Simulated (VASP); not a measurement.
# SiN in VASP: notebook

Runs on SiN. Level: PBE. Tasks: single point.

Program: VASP 6.6.1. These are calculated values, not measurements. Logs are shortened: lines on timing, memory, paths and dates and some standing lists are left out, and cuts for length are marked.

## (1) The cell of the first run

The typed cell holds 2 atoms: a = 2.619 Å, b = 2.619 Å, c = 2.610 Å, α = 90.00°, β = 90.00°, γ = 90.00°.

## (2) Single point, PBE, collinear spin, ferromagnetic start

The input, INCAR:

```
SYSTEM = SiN
PREC = Accurate
ENCUT = 520
EDIFF = 1E-6
ISMEAR = 0
SIGMA = 0.1
LREAL = .FALSE.
LASPH = .TRUE.
NELM = 150
ALGO = Normal
ISIF = 2
LWAVE = .FALSE.
LCHARG = .FALSE.
ISPIN = 2
MAGMOM = 0 0.39
LORBIT = 11
GGA = PE
NBANDS = 16
```

The input, KPOINTS:

```
regular mesh
0
G
  6 6 6
  0 0 0
```

The input, POSCAR:

```
SiN
1.0
    2.6189289877      0.0000000000      0.0000000000
    0.0000000000      2.6189289877      0.0000000000
    0.0000000000      0.0000000000      2.6097188680
Si N
1 1
Direct
    0.5000000000      0.5000000000      0.5000000000
    0.0000000000      0.0000000000      0.0000000000
```

Potentials or basis: VASP PAW PBE potentials, release 64 (Si, N).

Started as:

```
cat potpaw_PBE.64/Si/POTCAR potpaw_PBE.64/N/POTCAR > POTCAR
mpirun -np 1 vasp_std > vasp.out
```

OUTCAR:

```text
SYSTEM = SiN
   PREC = Accurate
   ENCUT = 520
   EDIFF = 1E-6
   ISMEAR = 0
   LREAL = .FALSE.
   LASPH = .TRUE.
   NELM = 150
   ISIF = 2
   ISPIN = 2
   LORBIT = 11
   GGA = PE

 ion  position               nearest neighbor table
   1  0.500  0.500  0.500-   2 2.27   2 2.27   2 2.27   2 2.27   2 2.27   2 2.27   2 2.27   2 2.27

   2  0.000  0.000  0.000-   1 2.27   1 2.27   1 2.27   1 2.27   1 2.27   1 2.27   1 2.27   1 2.27

  LATTYP: Found a simple tetragonal cell.
 ALAT       =     2.6189289877
 C/A-ratio  =     0.9964832495

  Lattice vectors:

 A1 = (   2.6189289877,   0.0000000000,   0.0000000000)
 A2 = (   0.0000000000,   2.6189289877,   0.0000000000)
 A3 = (   0.0000000000,   0.0000000000,   2.6097188680)

Analysis of symmetry for initial positions (statically):
=====================================================================
 Subroutine PRICEL returns:
 Original cell was already a primitive cell.

 Routine SETGRP: Setting up the symmetry group for a
 simple tetragonal supercell.

 Subroutine GETGRP returns: Found 16 space group operations
 (whereof 16 operations were pure point group operations)
 out of a pool of 16 trial point group operations.

The static configuration has the point symmetry D_4h.

Analysis of symmetry for dynamics (positions and initial velocities):
=====================================================================
 Subroutine PRICEL returns:
 Original cell was already a primitive cell.

 Routine SETGRP: Setting up the symmetry group for a
 simple tetragonal supercell.

 Subroutine GETGRP returns: Found 16 space group operations
 (whereof 16 operations were pure point group operations)
 out of a pool of 16 trial point group operations.

The dynamic configuration has the point symmetry D_4h.

Analysis of structural, dynamic, and magnetic symmetry:
=====================================================================
 Subroutine PRICEL returns:
 Original cell was already a primitive cell.

 Routine SETGRP: Setting up the symmetry group for a
 simple tetragonal supercell.

 Subroutine GETGRP returns: Found 16 space group operations
 (whereof 16 operations were pure point group operations)
 out of a pool of 16 trial point group operations.

The overall configuration has the point symmetry D_4h.

 Subroutine INISYM returns: Found 16 space group operations
 (whereof 16 operations are pure point group operations),
 and found     1 'primitive' translations

----------------------------------------------------------------------------------------

                                     Primitive cell
[... 113 lines left out ...]
  Fermi-wavevector in a.u.,A,eV,Ry     =   1.301793  2.460032 23.057319  1.694665
  Thomas-Fermi vector in A             =   2.432903
   LORBIT       =     11    0 simple, 1 ext, 2 COOP (PROOUT), +10 PAW based schemes
   GGA     = PE    functional components
   LHFCALC =     F    Hartree Fock is set to
   AEXX    =    0.0000 exact exchange contribution
   IVDW    =     0    specifies the selected vdW correction
   LEPSILON=     F    determine dielectric tensor
   LRPA    =     F    only Hartree local field effects (RPA)
 spin polarized calculation
 Gauss-broadening in eV      SIGMA  =   0.10
  energy-cutoff  :      520.00
  volume of cell :       17.90
 maximum number of plane-waves:       500
 NGX is ok and might be reduce to    20
   NGX =  9   NGY =  9   NGZ =  9

 number of electron       8.9999998 magnetization       0.0032742

 number of electron       8.9999998 magnetization      -0.0003072

 Free energy of the ion-electron system (eV)
  ---------------------------------------------------
  ext. energy  EPLUGINS =         0.00000000
  ---------------------------------------------------
  free energy    TOTEN  =       -11.33062026 eV

  energy without entropy =      -11.32250012  energy(sigma->0) =      -11.32656019

 E-fermi :  11.1023     XC(G=0): -12.5386

 val. band max:       11.0820241926   @ k =   0.3333   0.1667   0.3333
 cond. band min:      11.2961710222   @ k =   0.5000   0.0000   0.5000
 fundamental gap:      0.2141468296
 Fermi energy:        11.1023337473

 spin component 1

 k-point     1 :       0.0000    0.0000    0.0000
  band No.  band energies     occupation
      1      -8.0266      1.00000
      2       8.7862      1.00000
      3       8.8065      1.00000
      4       8.8065      1.00000
      5       8.8874      1.00000
      6      16.5859      0.00000
[... 435 lines left out ...]
      5      10.9961      0.93356
      6      17.1488      0.00000
[... 8 lines left out ...]
     15      38.0138      0.00000
     16      44.6713      0.00000

 [... further k-points ...]

 spin component 2

 k-point     1 :       0.0000    0.0000    0.0000
  band No.  band energies     occupation
      1      -8.0269      1.00000
      2       8.7859      1.00000
      3       8.8061      1.00000
      4       8.8061      1.00000
      5       8.8869      1.00000
      6      16.5860      0.00000
[... 435 lines left out ...]
      5      10.9956      0.93438
      6      17.1485      0.00000
[... 8 lines left out ...]
     15      38.0137      0.00000
     16      44.6712      0.00000

 [... further k-points ...]
[... 5 lines left out ...]
  --------------------------------------------------------------------------------------
  -------------------------------------------------------------------------------------
  Total       -0.0358789     -0.0358789     -0.0268303      0.0000000     -0.0000000      0.0000000
  in kB       -3.2115001     -3.2115001     -2.4015641      0.0000000     -0.0000000      0.0000000
  external PRESSURE =      -2.9415215 kB  Pullay stress =       0.0000000 kB

 VOLUME and BASIS-vectors are now :
 -----------------------------------------------------------------------------
  energy-cutoff  :      520.00
  volume of cell :       17.90
      direct lattice vectors                 reciprocal lattice vectors
     2.618928988  0.000000000  0.000000000     0.381835477  0.000000000  0.000000000
     0.000000000  2.618928988  0.000000000     0.000000000  0.381835477  0.000000000
     0.000000000  0.000000000  2.609718868     0.000000000  0.000000000  0.383183036

 POSITION                                       TOTAL-FORCE (eV/Angst)
 -----------------------------------------------------------------------------------
      1.30946      1.30946      1.30486         0.000000      0.000000      0.000000
      0.00000      0.00000      0.00000         0.000000      0.000000      0.000000
 -----------------------------------------------------------------------------------
    total drift:                                0.000000      0.000000     -0.000000

  FREE ENERGIE OF THE ION-ELECTRON SYSTEM (eV)
  ---------------------------------------------------
  free  energy   TOTEN  =       -11.3306202580 eV

  energy  without entropy=      -11.3225001234  energy(sigma->0) =      -11.32656019

 total charge

# of ion       s       p       d       tot
------------------------------------------
    1        0.799   0.637   0.000   1.435
    2        1.298   2.305   0.000   3.603
--------------------------------------------------
tot          2.097   2.942   0.000   5.039

 magnetization (x)

# of ion       s       p       d       tot
------------------------------------------
    1       -0.000   0.000   0.000  -0.000
    2       -0.000  -0.000   0.000  -0.000
--------------------------------------------------
tot         -0.000  -0.000   0.000  -0.000
```

OSZICAR:

```text
N       E                     dE             d eps       ncg     rms          rms(c)
DAV:   1     0.108839355318E+02    0.10884E+02   -0.40963E+03  2560   0.492E+02
DAV:   2    -0.117484529133E+02   -0.22632E+02   -0.21431E+02  3432   0.109E+02
DAV:   3    -0.122400017644E+02   -0.49155E+00   -0.49074E+00  3064   0.123E+01
DAV:   4    -0.122405391400E+02   -0.53738E-03   -0.53736E-03  3496   0.525E-01
DAV:   5    -0.122405399650E+02   -0.82504E-06   -0.82474E-06  3112   0.197E-02    0.640E+00
DAV:   6    -0.113626612967E+02    0.87788E+00   -0.53552E+00  2832   0.830E+00    0.256E+00
DAV:   7    -0.113406895647E+02    0.21972E-01   -0.17268E-01  3232   0.228E+00    0.150E+00
DAV:   8    -0.113332285490E+02    0.74610E-02   -0.52549E-02  3096   0.892E-01    0.411E-01
DAV:   9    -0.113306140590E+02    0.26145E-02   -0.13110E-02  3080   0.417E-01    0.116E-01
DAV:  10    -0.113306031271E+02    0.10932E-04   -0.54739E-04  3368   0.124E-01    0.545E-02
DAV:  11    -0.113306228135E+02   -0.19686E-04   -0.58790E-05  3368   0.369E-02    0.258E-02
DAV:  12    -0.113306204403E+02    0.23731E-05   -0.50097E-05  3232   0.270E-02    0.856E-03
DAV:  13    -0.113306202580E+02    0.18235E-06   -0.25041E-06  2896   0.817E-03
   1 F= -.11330620E+02 E0= -.11326560E+02  d E =-.812013E-02  mag=     0.0001
```

stdout:

```text
POSCAR found type information on POSCAR SiN
 POSCAR found :  2 types and       2 ions
 scaLAPACK will be used
 LDA part: xc-table for (Slater+PW92), standard interpolation
 POSCAR, INCAR and KPOINTS ok, starting setup
 FFT: planning ... GRIDC
 FFT: planning ... GRID_SOFT
 FFT: planning ... GRID
 WAVECAR not read
 entering main loop
```

It took 17 s on 1 thread of Intel Xeon Platinum 8488C (Sapphire Rapids), shared host; peak memory 0.13 GiB.

Results:

```yaml
Free_energy: -11.3306 eV
Pressure: -0.3 GPa
Net_moment: 0.00 μB per cell
Valence_electrons_inside_the_program's_atomic_spheres: Si 1.44; N 3.60
```

Stress tensor (GPa, compression positive):
```
-0.32  0.00  0.00
 0.00 -0.32  0.00
 0.00  0.00 -0.24
```

Levels at points of the mesh, in eV from the Fermi level:
Spin up:
| k point | band 2 | band 3 | band 4 | band 5 | band 6 | band 7 |
| --- | --- | --- | --- | --- | --- | --- |
| (0.00, 0.00, 0.00) | -2.32 | -2.30 | -2.30 | -2.21 | 5.48 | 5.54 |
| (0.50, 0.00, 0.00) | -11.94 | -0.88 | -0.82 | 2.21 | 4.61 | 8.12 |
| (0.50, 0.50, 0.00) | -8.23 | -8.23 | -5.17 | 0.23 | 7.25 | 7.25 |
| (0.00, 0.00, 0.50) | -11.90 | -0.86 | -0.86 | 2.15 | 4.59 | 8.16 |
| (0.50, 0.00, 0.50) | -8.21 | -8.21 | -5.11 | 0.19 | 7.17 | 7.22 |
| (0.50, 0.50, 0.50) | -5.16 | -5.15 | -5.15 | -1.18 | -1.14 | -1.14 |
Spin down:
| k point | band 1 | band 2 | band 3 | band 4 | band 5 | band 6 | band 7 | band 8 | band 9 |
| --- | --- | --- | --- | --- | --- | --- | --- | --- | --- |
| (0.00, 0.00, 0.00) | -19.13 | -2.32 | -2.30 | -2.30 | -2.22 | 5.48 | 5.54 | 11.68 | 11.68 |
| (0.50, 0.00, 0.00) | -16.12 | -11.94 | -0.88 | -0.82 | 2.21 | 4.61 | 8.12 | 8.26 | 8.71 |
| (0.50, 0.50, 0.00) | -13.88 | -8.23 | -8.23 | -5.17 | 0.23 | 7.25 | 7.25 | 11.30 | 11.67 |
| (0.00, 0.00, 0.50) | -16.09 | -11.91 | -0.86 | -0.86 | 2.15 | 4.59 | 8.16 | 8.16 | 8.72 |
| (0.50, 0.00, 0.50) | -13.85 | -8.21 | -8.21 | -5.11 | 0.19 | 7.17 | 7.22 | 11.19 | 11.58 |
| (0.50, 0.50, 0.50) | -12.14 | -5.16 | -5.15 | -5.15 | -1.18 | -1.14 | -1.14 | 1.20 | 17.18 |

Caveat: the k points lie up to 0.40 Å⁻¹ apart.

## (3) Single point, PBE

This run uses another cell than the first one, of 8.92 Å³/atom, 0.997 times its volume.

The input, INCAR:

```
SYSTEM = SiN
  PREC = Accurate
  ENCUT = 520
  EDIFF = 1E-7
  ISMEAR = 0
  SIGMA = 0.1
  LREAL = .FALSE.
  LASPH = .TRUE.
  NELM = 60
  ALGO = Normal
  ISIF = 2
  LWAVE = .FALSE.
  LCHARG = .FALSE.
  GGA = PE
  NBANDS = 12
```

The input, KPOINTS:

```
regular mesh
0
G
  22 22 22
  0 0 0
```

The input, POSCAR:

```
SiN
1.0
    2.6133010498      0.0000000000      0.0000000000
    0.0000000000      2.6133010498      0.0000000000
    0.0000000000      0.0000000000      2.6133010498
Si N
1 1
Direct
    0.5000000000      0.5000000000      0.5000000000
    0.0000000000      0.0000000000      0.0000000000
```

Potentials or basis: VASP PAW PBE potentials, release 64 (Si, N).

Started as:

```
cat potpaw_PBE.64/Si/POTCAR potpaw_PBE.64/N/POTCAR > POTCAR
mpirun -np 1 vasp_std > vasp.out
```

OUTCAR:

```text
SYSTEM = SiN
   PREC = Accurate
   ENCUT = 520
   EDIFF = 1E-7
   ISMEAR = 0
   LREAL = .FALSE.
   LASPH = .TRUE.
   NELM = 60
   ISIF = 2
   GGA = PE

 ion  position               nearest neighbor table
   1  0.500  0.500  0.500-   2 2.26   2 2.26   2 2.26   2 2.26   2 2.26   2 2.26   2 2.26   2 2.26

   2  0.000  0.000  0.000-   1 2.26   1 2.26   1 2.26   1 2.26   1 2.26   1 2.26   1 2.26   1 2.26

  LATTYP: Found a simple cubic cell.
 ALAT       =     2.6133010498

  Lattice vectors:

 A1 = (   2.6133010498,   0.0000000000,   0.0000000000)
 A2 = (   0.0000000000,   2.6133010498,   0.0000000000)
 A3 = (   0.0000000000,   0.0000000000,   2.6133010498)

Analysis of symmetry for initial positions (statically):
=====================================================================
 Subroutine PRICEL returns:
 Original cell was already a primitive cell.

 Routine SETGRP: Setting up the symmetry group for a
 simple cubic supercell.

 Subroutine GETGRP returns: Found 48 space group operations
 (whereof 48 operations were pure point group operations)
 out of a pool of 48 trial point group operations.

The static configuration has the point symmetry O_h .
[... 175 lines left out ...]
      5       8.8918      2.00000
      6      16.6449      0.00000
      7      16.6449      0.00000
      8      22.8876      0.00000
      9      22.8876      0.00000
     10      22.8876      0.00000
     11      32.1382      0.00000
     12      32.1382      0.00000
[... 331 lines left out ...]
 k-point    24 :       0.0909    0.0909    0.0000
  band No.  band energies     occupation
      1      -7.7110      2.00000
      2       6.6617      2.00000
      3       7.9936      2.00000
      4       9.0740      2.00000
      5      11.0001      2.00000
      6      17.0903      0.00000
      7      17.4539      0.00000
      8      22.1162      0.00000
      9      22.4438      0.00000
     10      23.5163      0.00000
     11      30.9511      0.00000
     12      30.9768      0.00000

 [... further k-points ...]

------------------------ aborting loop because EDIFF is reached ----------------------------------------

  FORCE on cell =-STRESS in cart. coord.  units (eV):
  Direction    XX          YY          ZZ          XY          YZ          ZX
  --------------------------------------------------------------------------------------
  -------------------------------------------------------------------------------------
  Total        0.0003821      0.0003821      0.0003821      0.0000000     -0.0000000      0.0000000
  in kB        0.0343003      0.0343003      0.0343003      0.0000000     -0.0000000      0.0000000
  external PRESSURE =       0.0343003 kB  Pullay stress =       0.0000000 kB

 VOLUME and BASIS-vectors are now :
 -----------------------------------------------------------------------------
  energy-cutoff  :      520.00
  volume of cell :       17.85
      direct lattice vectors                 reciprocal lattice vectors
     2.613301050  0.000000000  0.000000000     0.382657788  0.000000000  0.000000000
     0.000000000  2.613301050  0.000000000     0.000000000  0.382657788  0.000000000
     0.000000000  0.000000000  2.613301050     0.000000000  0.000000000  0.382657788

 POSITION                                       TOTAL-FORCE (eV/Angst)
 -----------------------------------------------------------------------------------
      1.30665      1.30665      1.30665         0.000000      0.000000      0.000000
      0.00000      0.00000      0.00000         0.000000      0.000000      0.000000
 -----------------------------------------------------------------------------------
    total drift:                                0.000000      0.000000     -0.000000

  FREE ENERGIE OF THE ION-ELECTRON SYSTEM (eV)
  ---------------------------------------------------
  free  energy   TOTEN  =       -11.3609162742 eV

  energy  without entropy=      -11.3580967240  energy(sigma->0) =      -11.35950650
```

OSZICAR:

```text
N       E                     dE             d eps       ncg     rms          rms(c)
DAV:   1     0.101886418339E+02    0.10189E+02   -0.41570E+03  8788   0.650E+02
DAV:   2    -0.116155964375E+02   -0.21804E+02   -0.20586E+02 11280   0.122E+02
DAV:   3    -0.122843270081E+02   -0.66873E+00   -0.66504E+00 10604   0.177E+01
DAV:   4    -0.122856444805E+02   -0.13175E-02   -0.13174E-02  9532   0.914E-01
DAV:   5    -0.122856472442E+02   -0.27637E-05   -0.27626E-05 10464   0.426E-02    0.618E+00
DAV:   6    -0.113827129331E+02    0.90293E+00   -0.54762E+00  9428   0.110E+01    0.247E+00
DAV:   7    -0.113694239625E+02    0.13289E-01   -0.13965E-01  9712   0.288E+00    0.146E+00
DAV:   8    -0.113613285297E+02    0.80954E-02   -0.25572E-02  9596   0.110E+00    0.203E-01
DAV:   9    -0.113608901548E+02    0.43837E-03   -0.20601E-03 10316   0.263E-01    0.653E-02
DAV:  10    -0.113609172124E+02   -0.27058E-04   -0.90754E-05  9664   0.762E-02    0.105E-02
DAV:  11    -0.113609169949E+02    0.21747E-06   -0.34238E-07 10480   0.435E-03    0.694E-03
DAV:  12    -0.113609162838E+02    0.71114E-06   -0.25001E-07  7908   0.333E-03    0.372E-04
DAV:  13    -0.113609162742E+02    0.95397E-08   -0.10547E-08  4928   0.101E-03
   1 F= -.11360916E+02 E0= -.11359506E+02  d E =-.281955E-02
```

Run time: 35 s. Hardware: 1 thread of Intel Xeon Platinum 8488C (Sapphire Rapids), shared host; peak memory 0.17 GiB.

What came out:

| Item | Value |
| --- | --- |
| Free energy | -11.3609 eV |
| Pressure | 0.0 GPa |
